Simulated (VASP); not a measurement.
# Te2Mo (P6_3/mmc) in VASP: notebook, part 2 of 2

VASP 6.6.1. Earlier steps stand in the parts before.

**4. Single point, PBE**

This run uses another cell than the first one, of 27.86 Å³/atom.

File INCAR:

```
SYSTEM = Te2Mo
  PREC = Accurate
  ENCUT = 520
  EDIFF = 1E-6
  ISMEAR = -1
  SIGMA = 0.02
  LREAL = .FALSE.
  LASPH = .TRUE.
  NELM = 100
  ALGO = Normal
  ISIF = 2
  LWAVE = .FALSE.
  LCHARG = .TRUE.
  GGA = PE
  LELF = .TRUE.
  LVHAR = .TRUE.
  NBANDS = 35
```

File KPOINTS:

```
regular mesh
0
G
  12 12 2
  0 0 0
```

File POSCAR:

```
Te2Mo
1.0
    3.5569852275      0.0000000000      0.0000000000
   -1.7784926138      3.0804395679      0.0000000000
    0.0000000000      0.0000000000     15.2534582845
Te Mo
4 2
Direct
    0.3333333333      0.6666666667      0.6314804430
    0.6666666667      0.3333333333      0.1314804430
    0.3333333333      0.6666666667      0.8685195570
    0.6666666667      0.3333333333      0.3685195570
    0.3333333333      0.6666666667      0.2500000000
    0.6666666667      0.3333333333      0.7500000000
```

Potentials or basis: VASP PAW PBE potentials, release 64 (Te, Mo_sv).

Launch:

```
$ cat potpaw_PBE.64/Te/POTCAR potpaw_PBE.64/Mo_sv/POTCAR > POTCAR
$ mpirun -np 1 vasp_std > vasp.out
```

OUTCAR:

```text
SYSTEM = Te2Mo
   PREC = Accurate
   ENCUT = 520
   EDIFF = 1E-6
   ISMEAR = -1
   LREAL = .FALSE.
   LASPH = .TRUE.
   NELM = 100
   ISIF = 2
   GGA = PE

 ion  position               nearest neighbor table
   1  0.333  0.667  0.631-   6 2.74   6 2.74   6 2.74   3 3.62
   2  0.667  0.333  0.131-   5 2.74   5 2.74   5 2.74   4 3.62
   3  0.333  0.667  0.869-   6 2.74   6 2.74   6 2.74   1 3.62
   4  0.667  0.333  0.369-   5 2.74   5 2.74   5 2.74   2 3.62
   5  0.333  0.667  0.250-   2 2.74   4 2.74   2 2.74   4 2.74   2 2.74   4 2.74
   6  0.667  0.333  0.750-   1 2.74   3 2.74   1 2.74   3 2.74   1 2.74   3 2.74

  LATTYP: Found a hexagonal cell.
 ALAT       =     3.5569852275
 C/A-ratio  =     4.2883108332

  Lattice vectors:

 A1 = (   3.5569852275,   0.0000000000,   0.0000000000)
 A2 = (  -1.7784926138,   3.0804395679,   0.0000000000)
 A3 = (   0.0000000000,   0.0000000000,  15.2534582845)

Analysis of symmetry for initial positions (statically):
=====================================================================
[... 183 lines left out ...]

 val. band max:        6.6899324510   @ k =   0.3333   0.3333   0.0000
 cond. band min:       7.7014459911   @ k =   0.2500   0.1667   0.0000
 fundamental gap:      1.0115135401
 Fermi energy:         7.1747737749

 k-point     1 :       0.0000    0.0000    0.0000
  band No.  band energies     occupation
      1     -54.0433      2.00000
      2     -54.0433      2.00000
      3     -28.1879      2.00000
      4     -28.1879      2.00000
      5     -28.0860      2.00000
      6     -28.0860      2.00000
[... 901 lines left out ...]
     34      10.2172      0.00000
     35      12.1137      0.00000

 [... further k-points ...]

------------------------ aborting loop because EDIFF is reached ----------------------------------------

  FORCE on cell =-STRESS in cart. coord.  units (eV):
  Direction    XX          YY          ZZ          XY          YZ          ZX
  --------------------------------------------------------------------------------------
  -------------------------------------------------------------------------------------
  Total       -0.0165962     -0.0165962      0.1084318      0.0000000      0.0000000      0.0000000
  in kB       -0.1590945     -0.1590945      1.0394518      0.0000000      0.0000000      0.0000000
  external PRESSURE =       0.2404209 kB  Pullay stress =       0.0000000 kB

 VOLUME and BASIS-vectors are now :
 -----------------------------------------------------------------------------
  energy-cutoff  :      520.00
  volume of cell :      167.13
      direct lattice vectors                 reciprocal lattice vectors
     3.556985227  0.000000000  0.000000000     0.281136956  0.162314497  0.000000000
    -1.778492614  3.080439568  0.000000000     0.000000000  0.324628995  0.000000000
     0.000000000  0.000000000 15.253458285     0.000000000  0.000000000  0.065558904

 POSITION                                       TOTAL-FORCE (eV/Angst)
 -----------------------------------------------------------------------------------
     -0.00000      2.05363      9.63226         0.000000      0.000000     -0.013473
      1.77849      1.02681      2.00553         0.000000     -0.000000     -0.013473
     -0.00000      2.05363     13.24793         0.000000      0.000000      0.013473
      1.77849      1.02681      5.62120         0.000000     -0.000000      0.013473
     -0.00000      2.05363      3.81336        -0.000000      0.000000      0.000000
      1.77849      1.02681     11.44009        -0.000000     -0.000000      0.000000
 -----------------------------------------------------------------------------------
    total drift:                                0.000000     -0.000000      0.000000

  FREE ENERGIE OF THE ION-ELECTRON SYSTEM (eV)
  ---------------------------------------------------
  free  energy   TOTEN  =       -36.0753400658 eV

  energy  without entropy=      -36.0753400658  energy(sigma->0) =      -36.07534007
```

stdout:

```text
POSCAR found type information on POSCAR TeMo
 POSCAR found :  2 types and       6 ions
 scaLAPACK will be used
 LDA part: xc-table for (Slater+PW92), standard interpolation
 POSCAR, INCAR and KPOINTS ok, starting setup
 FFT: planning ... GRIDC
 FFT: planning ... GRID_SOFT
 FFT: planning ... GRID
 WAVECAR not read
 entering main loop
```

Run time: 4.2 min. Hardware: 1 thread of Intel Xeon Platinum 8259CL at 2.50GHz (Skylake/Cascade Lake), shared host; peak memory 0.41 GiB.

What came out:

```yaml
Free_energy: -36.0753 eV
Pressure: 0.0 GPa
Largest_force: 0.013 eV/Å
Band_gap_on_the_k_mesh: 1.01 eV (least direct gap 1.03 eV)
```

Forces in eV/Å, atoms in the order of the input:
```
Te   0.000  0.000 -0.013
Te   0.000  0.000 -0.013
Te   0.000  0.000  0.013
Te   0.000  0.000  0.013
Mo   0.000  0.000  0.000
Mo   0.000  0.000  0.000
```

Caveat: spin-orbit coupling is left out, which moves the levels of the heavy elements; this functional lacks dispersion, which binds the layers, so the pressure and a relaxed spacing across them are unreliable.

**5. The runs side by side**

| level | potentials or basis | cell | gap on the mesh (eV) | pressure (GPa) | largest force (eV/Å) |
| --- | --- | --- | --- | --- | --- |
| LDA | VASP PAW LDA potentials, release 64 (Te, Mo_sv) | a = 3.472, b = 3.472, c = 13.770 Å, angles 90.0, 90.0, 120.0°, 6 atoms, atomic positions A | 0.69 | 0.3 | 0.05 |
| PBEsol | VASP PAW PBE potentials, release 64 (Te, Mo_sv) | a = 3.494, b = 3.494, c = 14.010 Å, angles 90.0, 90.0, 120.0°, 6 atoms, atomic positions B | 0.77 | 0.1 | 0.03 |
| PBE | VASP PAW PBE potentials, release 64 (Te, Mo_sv) | a = 3.557, b = 3.557, c = 15.253 Å, angles 90.0, 90.0, 120.0°, 6 atoms, atomic positions C | 1.01 | 0.0 | 0.01 |

Alike in all rows: task single point; no spin polarisation; k mesh 12 × 12 × 2; cutoff (eV) 520; smearing fermi-dirac 0.02 eV.

Caveats: spin-orbit coupling is left out, which moves the levels of the heavy elements; this functional lacks dispersion, which binds the layers, so the pressure and a relaxed spacing across them are unreliable (at least some runs); the PAW data sets were made with another functional, which shifts forces and pressure a little (at least some runs).

Absolute energies hang on the potentials; compare differences alone.

**6. Against experiment**

Step 2. Against the measured gap of Te2Mo, 0.88 eV (indirect; 300 K; quoted in “Broadband infrared study of pressure-tunable Fano resonance and metallization transition in 2H-MoTe2”, 2022, pmc:9569381), the calculated 0.69 eV is off by -0.19 eV. Spin-orbit coupling on Mo, Te is left out. The value is that of LDA on a finite k mesh, which can miss the band edges, without temperature or zero-point motion. Semilocal functionals fall short of measured gaps as a rule.

Step 3. Against the measured gap of Te2Mo, 0.88 eV (indirect; 300 K; quoted in “Broadband infrared study of pressure-tunable Fano resonance and metallization transition in 2H-MoTe2”, 2022, pmc:9569381), the calculated 0.77 eV is off by -0.11 eV. Spin-orbit coupling on Mo, Te is left out. The value is that of PBEsol on a finite k mesh, which can miss the band edges, without temperature or zero-point motion. Semilocal functionals fall short of measured gaps as a rule.

Step 4. A measured gap of Te2Mo is 0.88 eV (indirect; 300 K; quoted in “Broadband infrared study of pressure-tunable Fano resonance and metallization transition in 2H-MoTe2”, 2022, pmc:9569381); the calculated 1.01 eV misses it by +0.13 eV. Spin-orbit coupling on Mo, Te is left out. The value is that of PBE on a finite k mesh, which can miss the band edges, without temperature or zero-point motion.
